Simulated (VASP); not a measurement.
# ZrSe2 (P-3m1) in VASP: notebook

ZrSe2 is run at these levels: r2SCAN, PBE0; tasks: relaxation of cell and atoms, single point.

Everything below comes from runs of VASP 6.6.1. Logs are shortened: lines on timing, memory, paths and dates and some standing lists are left out, and cuts for length are marked.

**Measured values to compare with.**

“Stress-Tuned Optical Transitions in Layered 1T-MX2 (M= Hf, Zr, Sn; X= S, Se) Crystals”, 2022, arxiv:2210.12074 quotes, for a bulk crystal of ZrSe2: band gap 1.2 eV (indirect).

The runs below are set against these values where they give the same quantity.

### Step 1. The cell of the first run

The structure is trigonal, space group P-3m1 (No. 164). Conventional cell: a = 3.798 Å, b = 3.798 Å, c = 6.192 Å, α = 90.00°, β = 90.00°, γ = 120.00°. Within 3.5 Å of Zr (site symmetry -3m) lie 6 Se at 2.68 Å. Se (site symmetry 3m) has 3 Zr at 2.68 Å within 3.5 Å.

### Step 2. Relaxation of cell and atoms, r2SCAN

File POSCAR:

```
ZrSe2
1.0
    3.7980000000      0.0000000000      0.0000000000
   -1.8990000000      3.2891644800      0.0000000000
    0.0000000000      0.0000000000      6.1920000000
Zr Se
1 2
Direct
    0.0000000000      0.0000000000      0.0000000000
    0.3333333300      0.6666666700      0.2500000000
    0.6666666700      0.3333333300      0.7500000000
```

File INCAR.step1:

```
SYSTEM = ZrSe2
PREC = Accurate
ENCUT = 550
ISMEAR = -1
SIGMA = 0.02
LREAL = .FALSE.
LASPH = .TRUE.
NELM = 120
GGA = PE
ALGO = Normal
EDIFF = 1E-5
LWAVE = .TRUE.
LCHARG = .FALSE.
GGA_COMPAT = .FALSE.
IBRION = 2
ISIF = 3
EDIFFG = -0.005
NELMIN = 4
NSW = 100
```

File INCAR.step2:

```
SYSTEM = ZrSe2
PREC = Accurate
ENCUT = 550
EDIFF = 1E-7
ISMEAR = -1
SIGMA = 0.02
LREAL = .FALSE.
LASPH = .TRUE.
NELM = 120
ALGO = Normal
ISIF = 3
LWAVE = .FALSE.
LCHARG = .FALSE.
METAGGA = R2SCAN
LMIXTAU = .TRUE.
IBRION = 2
NSW = 80
EDIFFG = -0.01
ISTART = 1
GGA_COMPAT = .FALSE.
NELMIN = 4
```

File KPOINTS:

```
Automatic mesh
0
G
  12 12 4
  0 0 0
```

Potentials or basis: VASP PAW PBE potentials, release 64 (Zr_sv, Se).

Command:

```
cat potpaw_PBE.64/Zr_sv/POTCAR potpaw_PBE.64/Se/POTCAR > POTCAR
cp INCAR.step1 INCAR
mpirun -np 1 vasp_std > vasp.out
cp INCAR.step2 INCAR
mpirun -np 1 vasp_std > vasp.out
```

OUTCAR:

```text
SYSTEM = ZrSe2
   PREC = Accurate
   ENCUT = 550
   EDIFF = 1E-7
   ISMEAR = -1
   LREAL = .FALSE.
   LASPH = .TRUE.
   NELM = 120
   ISIF = 3
   METAGGA = R2SCAN
   IBRION = 2
   NSW = 80
   EDIFFG = -0.01
   ISTART = 1
   NELMIN = 4

 ion  position               nearest neighbor table
   1  0.000  0.000  0.000-   2 2.68   3 2.68   2 2.68   3 2.68   3 2.68   2 2.68
   2  0.333  0.667  0.250-   1 2.68   1 2.68   1 2.68
   3  0.667  0.333  0.750-   1 2.68   1 2.68   1 2.68

  LATTYP: Found a hexagonal cell.
 ALAT       =     3.7980000000
 C/A-ratio  =     1.6303317536

  Lattice vectors:

 A1 = (   3.7980000000,   0.0000000000,   0.0000000000)
 A2 = (  -1.8990000000,   3.2891644800,   0.0000000000)
 A3 = (   0.0000000000,   0.0000000000,   6.1920000000)

Analysis of symmetry for initial positions (statically):
=====================================================================
 Subroutine PRICEL returns:
 Original cell was already a primitive cell.

 Routine SETGRP: Setting up the symmetry group for a
 hexagonal supercell.

 Subroutine GETGRP returns: Found 12 space group operations
 (whereof 12 operations were pure point group operations)
 out of a pool of 24 trial point group operations.

The static configuration has the point symmetry D_3d.

Analysis of symmetry for dynamics (positions and initial velocities):
=====================================================================
 Subroutine PRICEL returns:
 Original cell was already a primitive cell.

 Routine SETGRP: Setting up the symmetry group for a
 hexagonal supercell.

 Subroutine GETGRP returns: Found 12 space group operations
 (whereof 12 operations were pure point group operations)
 out of a pool of 24 trial point group operations.

The dynamic configuration has the point symmetry D_3d.

 Subroutine INISYM returns: Found 12 space group operations
 (whereof 12 operations are pure point group operations),
 and found     1 'primitive' translations

----------------------------------------------------------------------------------------

                                     Primitive cell

  volume of cell :      77.3520

  direct lattice vectors                    reciprocal lattice vectors
     3.798000000  0.000000000  0.000000000     0.263296472  0.152014289  0.000000000
    -1.899000000  3.289164480  0.000000000     0.000000000  0.304028578  0.000000000
     0.000000000  0.000000000  6.192000000     0.000000000  0.000000000  0.161498708

  length of vectors
     3.798000000  3.797999997  6.192000000     0.304028578  0.304028578  0.161498708

  position of ions in fractional coordinates (direct lattice)
     0.000000000  0.000000000  0.000000000
     0.333333330  0.666666670  0.250000000
     0.666666670  0.333333330  0.750000000

  ion indices of the primitive-cell ions
   primitive index   ion index
                 1           1
                 2           2
                 3           3

----------------------------------------------------------------------------------------

 KPOINTS: Automatic mesh

Automatic generation of k-mesh.
 Grid dimensions read from file:
 generate k-points for:   12   12    4

 Generating k-lattice:

  Cartesian coordinates                     Fractional coordinates (reciprocal lattice)
     0.021941373  0.012667857  0.000000000     0.083333333  0.000000000  0.000000000
     0.000000000  0.025335715  0.000000000     0.000000000  0.083333333  0.000000000
     0.000000000  0.000000000  0.040374677     0.000000000  0.000000000  0.250000000

  Length of vectors
     0.025335715  0.025335715  0.040374677

  Shift w.r.t. Gamma in fractional coordinates (k-lattice)
     0.000000000  0.000000000  0.000000000

 Subroutine IBZKPT returns following result:
 ===========================================

 Found     69 irreducible k-points:

 Following reciprocal coordinates:
            Coordinates               Weight
  0.000000  0.000000  0.000000      1.000000
  0.083333  0.000000  0.000000      6.000000
  0.166667  0.000000  0.000000      6.000000
  0.250000 -0.000000  0.000000      6.000000
  0.333333 -0.000000  0.000000      6.000000
  0.416667 -0.000000  0.000000      6.000000
[... 16 lines left out ...]
  0.166667  0.000000  0.250000      6.000000
  0.000000  0.166667  0.250000      6.000000
 [... further k-points ...]
   k-points           NKPTS =     69   k-points in BZ     NKDIM =     69   number of bands    NBANDS=     16
   number of dos      NEDOS =    301   number of ions     NIONS =      3
   total plane-waves  NPLWV =  43200
   dimension x,y,z NGX =    30 NGY =   30 NGZ =   48
   dimension x,y,z NGXF=    60 NGYF=   60 NGZF=   96
   ions per type =               1   2
   NGX,Y,Z   is equivalent  to a cutoff of  13.13, 13.13, 12.89 a.u.
   NGXF,Y,Z  is equivalent  to a cutoff of  26.26, 26.26, 25.77 a.u.
 SYSTEM =  ZrSe2
   PREC   = accura    normal or accurate (medium, high low for compatibility)
   ISTART =      1    job   : 0-new  1-cont  2-samecut
   ICHARG =      0    charge: 1-file 2-atom 10-const
   ISPIN  =      1    spin polarized calculation?
   LNONCOLLINEAR =      F non collinear calculations
   LSORBIT =      F    spin-orbit coupling
   LASPH  =      T    aspherical Exc in radial PAW
   ENCUT  =  550.0 eV  40.42 Ry    6.36 a.u.   7.26  7.26 11.84*2*pi/ulx,y,z
   NELM   =    120;   NELMIN=  4; NELMDL=  0     # of ELM steps
   EDIFF  = 0.1E-06   stopping-criterion for ELM
   LREAL  =      F    real-space projection
   EDIFFG = -.1E-01   stopping-criterion for IOM
   NSW    =     80    number of steps for IOM
   IBRION =      2    ionic relax: 0-MD 1-quasi-New 2-CG
   NFREE  =      1    steps in history (QN), initial steepest desc. (CG)
   ISIF   =      3    stress and relaxation
   ISYM   =      2    0-nonsym 1-usesym 2-fastsym
   POTIM  = 0.5000    time-step for ionic-motion
   TEBEG  =    0.0;   TEEND  =   0.0 temperature during run
   PSTRESS=    0.0 pullay stress
   NELECT =      24.0000    total number of electrons
   NUPDOWN=      -1.0000    fix difference up-down
   EMIN   =  10.00;   EMAX   =-10.00  energy-range for DOS
   EFERMI =   0.00;   METHOD = LEGACY
   ISMEAR =    -1;   SIGMA  =   0.02  broadening in eV -4-tet -1-fermi 0-gaus
   EFERMI_NEDOS =   21; number of points for ismear=-14 and -15
   IALGO  =     38    algorithm
   IMIX   =      4    mixing-type and parameters
     AMIX     =   0.40;   BMIX     =  1.00
     AMIX_MAG =   1.60;   BMIX_MAG =  1.00
  volume/ion in A,a.u.               =      25.78       174.00
  Fermi-wavevector in a.u.,A,eV,Ry     =   1.108293  2.094371 16.712230  1.228314
  Thomas-Fermi vector in A             =   2.244819
   LORBIT       =      0    0 simple, 1 ext, 2 COOP (PROOUT), +10 PAW based schemes
   METAGGA = R2SCAN    functional components
   LHFCALC =     F    Hartree Fock is set to
   AEXX    =    0.0000 exact exchange contribution
   IVDW    =     0    specifies the selected vdW correction
   LEPSILON=     F    determine dielectric tensor
   LRPA    =     F    only Hartree local field effects (RPA)
 conjugate gradient relaxation of ions
 non-spin polarized calculation
  energy-cutoff  :      550.00
  volume of cell :       77.35
 maximum number of plane-waves:      2297
 NGX is ok and might be reduce to    30
   NGX = 15   NGY = 15   NGZ = 23

--------------------------------------- Ionic step        1  -------------------------------------------

 number of electron      24.0000004 magnetization

 Free energy of the ion-electron system (eV)
  ---------------------------------------------------
  ext. energy  EPLUGINS =         0.00000000
  ---------------------------------------------------
  free energy    TOTEN  =       -56.10449119 eV

  energy without entropy =      -56.10449119  energy(sigma->0) =      -56.10449119

------------------------ aborting loop because EDIFF is reached ----------------------------------------

  FORCE on cell =-STRESS in cart. coord.  units (eV):
  Direction    XX          YY          ZZ          XY          YZ          ZX
  --------------------------------------------------------------------------------------
  -------------------------------------------------------------------------------------
  Total        0.5791393      0.5791393      0.9185433      0.0000000      0.0000000      0.0000000
  in kB       11.9956050     11.9956049     19.0256163      0.0000000      0.0000000      0.0000000
  external PRESSURE =      14.3389421 kB  Pullay stress =       0.0000000 kB
[... 92 lines left out ...]
  FREE ENERGIE OF THE ION-ELECTRON SYSTEM (eV)
  ---------------------------------------------------
  free  energy   TOTEN  =       -56.1105916390 eV

  energy  without entropy=      -56.1105916386  energy(sigma->0) =      -56.11059164

 E-fermi :   3.9607     XC(G=0):  -9.7485

 val. band max:        3.5930171180   @ k =   0.0000   0.0000   0.0000
 cond. band min:       4.3467821326   @ k =   0.5000  -0.0000   0.5000
 fundamental gap:      0.7537650146
 Fermi energy:         3.9607039115

 k-point     1 :       0.0000    0.0000    0.0000
  band No.  band energies     occupation
      1     -47.5488      2.00000
      2     -24.8791      2.00000
      3     -24.7727      2.00000
      4     -24.7727      2.00000
      5      -9.9139      2.00000
      6      -8.7133      2.00000
[... 433 lines left out ...]
      3     -24.8187      2.00000
      4     -24.7826      2.00000
      5      -9.5949      2.00000
      6      -8.8354      2.00000
[... 8 lines left out ...]
     15       6.3421      0.00000
     16       7.6631      0.00000

 [... further k-points ...]

[... ionic steps 4 to 8 ...]

--------------------------------------- Ionic step        9  -------------------------------------------

 number of electron      24.0000003 magnetization

------------------------ aborting loop because EDIFF is reached ----------------------------------------
[... 69 lines left out ...]
--------------------------------------- Ionic step       11  -------------------------------------------

 number of electron      24.0000003 magnetization

 Free energy of the ion-electron system (eV)
  ---------------------------------------------------
  ext. energy  EPLUGINS =         0.00000000
  ---------------------------------------------------
  free energy    TOTEN  =       -56.11555180 eV

  energy without entropy =      -56.11555180  energy(sigma->0) =      -56.11555180

 E-fermi :   3.8930     XC(G=0):  -9.6985

 val. band max:        3.5148346592   @ k =   0.0000   0.0000   0.0000
 cond. band min:       4.2716164388   @ k =   0.5000  -0.0000   0.5000
 fundamental gap:      0.7567817795
 Fermi energy:         3.8930482718

 k-point     1 :       0.0000    0.0000    0.0000
  band No.  band energies     occupation
      1     -47.6253      2.00000
      2     -24.9556      2.00000
      3     -24.8492      2.00000
      4     -24.8492      2.00000
      5      -9.9794      2.00000
      6      -8.8009      2.00000
[... 433 lines left out ...]
      3     -24.8953      2.00000
      4     -24.8591      2.00000
      5      -9.6665      2.00000
      6      -8.9132      2.00000
[... 8 lines left out ...]
     15       6.2572      0.00000
     16       7.5774      0.00000

 [... further k-points ...]

------------------------ aborting loop because EDIFF is reached ----------------------------------------

  FORCE on cell =-STRESS in cart. coord.  units (eV):
  Direction    XX          YY          ZZ          XY          YZ          ZX
  --------------------------------------------------------------------------------------
  -------------------------------------------------------------------------------------
  Total        0.0299339      0.0299339     -0.0003292     -0.0000000      0.0000000      0.0000000
  in kB        0.5950438      0.5950438     -0.0065443     -0.0000000      0.0000000      0.0000000
  external PRESSURE =       0.3945144 kB  Pullay stress =       0.0000000 kB
[... 18 lines left out ...]
  FREE ENERGIE OF THE ION-ELECTRON SYSTEM (eV)
  ---------------------------------------------------
  free  energy   TOTEN  =       -56.1155517985 eV

  energy  without entropy=      -56.1155517984  energy(sigma->0) =      -56.11555180

 reached required accuracy - stopping structural energy minimisation
```

Wall time 1.6 h (1 thread of Intel Xeon Platinum 8175M at 2.50GHz (Skylake/Cascade Lake), shared host); peak memory 0.3 GiB.

Results:

```
Free energy                           : -56.1156 eV
Relaxed volume                        : 26.87 Å³/atom
Relaxed cell                          : a = 3.808 Å, b = 3.808 Å, c = 6.418 Å, α = 90.00°, β = 90.00°, γ = 120.00°
Space group after relaxing (to 0.1 Å) : P-3m1 (No. 164)
Energy gained by relaxing             : 3.7 meV/atom
Ionic steps                           : 11
Pressure after relaxing               : 0.0 GPa
Band gap on the k mesh                : 0.76 eV (least direct gap 1.43 eV)
```

Step by step:
| step | energy change (eV) | largest force (eV/Å) | pressure (GPa) | volume (Å³) |
| --- | --- | --- | --- | --- |
| 1 | 0.0000 | 0.1587 | 1.43 | 77.35 |
| 2 | 0.0020 | 0.3015 | -1.56 | 79.96 |
| 3 | -0.0061 | 0.0595 | -0.01 | 78.55 |
| 4 | -0.0070 | 0.0647 | 0.02 | 78.64 |
| 5 | -0.0083 | 0.0818 | 0.11 | 78.91 |
| 6 | -0.0092 | 0.0644 | 0.09 | 79.17 |
| 7 | -0.0107 | 0.0127 | 0.05 | 79.97 |
| 8 | -0.0109 | 0.0120 | 0.03 | 80.37 |
| 9 | -0.0110 | 0.0169 | -0.11 | 80.65 |
| 10 | -0.0110 | 0.0119 | -0.09 | 80.60 |
| 11 | -0.0111 | 0.0004 | 0.04 | 80.60 |

Final structure:
```yaml
crystal:
  lattice:
    - [3.80798, 0.00000, 0.00000]
    - [-1.90399, 3.29781, 0.00000]
    - [0.00000, 0.00000, 6.41807]
  atoms:
    - { symbol: Zr, position: [0.00000, 0.00000, 0.00000] }
    - { symbol: Se, position: [0.33333, 0.66667, 0.24360] }
    - { symbol: Se, position: [0.66667, 0.33333, 0.75640] }
```

Levels at points of the mesh, in eV from the valence-band top:
```tsv
k point	band 9	band 10	band 11	band 12	band 13	band 14	band 15	band 16
(0.00, 0.00, 0.00)	-2.68	-0.13	0.00	0.00	1.43	1.43	1.98	4.70
(0.50, 0.00, 0.00)	-2.57	-2.50	-1.97	-1.26	0.93	2.92	3.30	5.27
(0.00, 0.00, 0.50)	-2.64	-1.86	-0.11	-0.11	1.41	1.41	2.38	4.97
(0.50, 0.00, 0.50)	-2.62	-2.50	-1.04	-1.04	0.76	2.91	3.28	4.87
```

Caveat: semilocal functionals underestimate gaps, and a narrow one can read as zero; the PAW data sets were made with another functional, which shifts forces and pressure a little. Zero-point motion and thermal expansion aren't in these numbers.

### Step 3. Single point, PBE0

This run uses another cell than the first one, of 26.81 Å³/atom.

File POSCAR:

```
ZrSe2
1.0
    3.8091785400      0.0000000000      0.0000000000
   -1.9045892700      3.2988453800      0.0000000000
    0.0000000000      0.0000000000      6.4013938500
Zr Se
1 2
Direct
    0.0000000000      0.0000000000      0.0000000000
    0.3333333300      0.6666666700      0.2439474200
    0.6666666700      0.3333333300      0.7560525800
```

File INCAR.step1:

```
  ALGO = Normal
  EDIFF = 1E-5
  ENCUT = 400
  GGA = PE
  GGA_COMPAT = F
  ISIF = 2
  ISMEAR = -1
  KPAR = 4
  LASPH = T
  LCHARG = F
  LREAL = F
  LWAVE = T
  NBANDS = 19
  NELM = 120
  PREC = Accurate
  SIGMA = 0.02
```

File INCAR.step2:

```
  AEXX = 0.25
  ALGO = Normal
  EDIFF = 1E-6
  ENCUT = 400
  GGA = PE
  GGA_COMPAT = F
  ISIF = 2
  ISMEAR = -1
  ISTART = 1
  KPAR = 4
  LASPH = T
  LCHARG = F
  LHFCALC = T
  LREAL = F
  LWAVE = F
  NBANDS = 19
  NELM = 120
  PREC = Accurate
  PRECFOCK = Normal
  SIGMA = 0.02
```

File KPOINTS:

```
k-points
0
Gamma
  6 6 4
```

Potentials or basis: VASP PAW PBE potentials, release 64 (Zr_sv, Se).

Command:

```
cat potpaw_PBE.64/Zr_sv/POTCAR potpaw_PBE.64/Se/POTCAR > POTCAR
cp INCAR.step1 INCAR
mpirun -np 4 vasp_std > vasp.out
cp INCAR.step2 INCAR
mpirun -np 4 vasp_std > vasp.out
```

It took 30 min on 4 MPI ranks of Oxide Virtual Turin-like, shared host; peak memory 0.18 GiB.

The run converged. Its results:

```yaml
Free_energy: -25.4059 eV
Pressure: -0.7 GPa
Largest_force: 0.116 eV/Å
Band_gap_on_the_k_mesh: 1.78 eV (least direct gap 2.55 eV)
```

Forces in eV/Å, atoms in the order of the input:
```
Zr   0.000  0.000  0.000
Se   0.000  0.000 -0.116
Se   0.000  0.000  0.116
```

Stress tensor (GPa, compression positive):
```
-0.86  0.00  0.00
 0.00 -0.86  0.00
 0.00  0.00 -0.27
```

Levels at points of the mesh, in eV from the valence-band top:
| k point | band 8 | band 9 | band 10 | band 11 | band 12 | band 13 | band 14 | band 15 | band 16 | band 17 |
| --- | --- | --- | --- | --- | --- | --- | --- | --- | --- | --- |
| (0.00, 0.00, 0.00) | -2.97 | -2.97 | -0.14 | 0.00 | 0.00 | 2.55 | 2.55 | 3.14 | 5.94 | 5.94 |
| (0.50, 0.00, 0.00) | -3.36 | -2.86 | -2.77 | -2.22 | -1.42 | 1.97 | 4.22 | 4.59 | 6.49 | 6.65 |
| (0.00, 0.00, 0.50) | -2.93 | -2.93 | -2.07 | -0.12 | -0.12 | 2.53 | 2.53 | 3.54 | 6.26 | 6.26 |
| (0.50, 0.00, 0.50) | -3.90 | -2.91 | -2.78 | -1.19 | -1.19 | 1.78 | 4.21 | 4.58 | 6.16 | 6.54 |

Caveat: the PAW data sets were made with another functional, which shifts forces and pressure a little; this functional lacks dispersion, which binds layers or chains, so the pressure and a relaxed spacing across them are unreliable.

### Step 4. How close it comes

Step 3. Measured gap of ZrSe2: 1.2 eV (indirect; quoted in “Stress-Tuned Optical Transitions in Layered 1T-MX2 (M= Hf, Zr, Sn; X= S, Se) Crystals”, 2022, arxiv:2210.12074). This calculation gives 1.78 eV (+0.58 eV). Spin-orbit coupling on Se, Zr is left out. The value is that of PBE0 on a finite k mesh, which can miss the band edges, without temperature or zero-point motion.
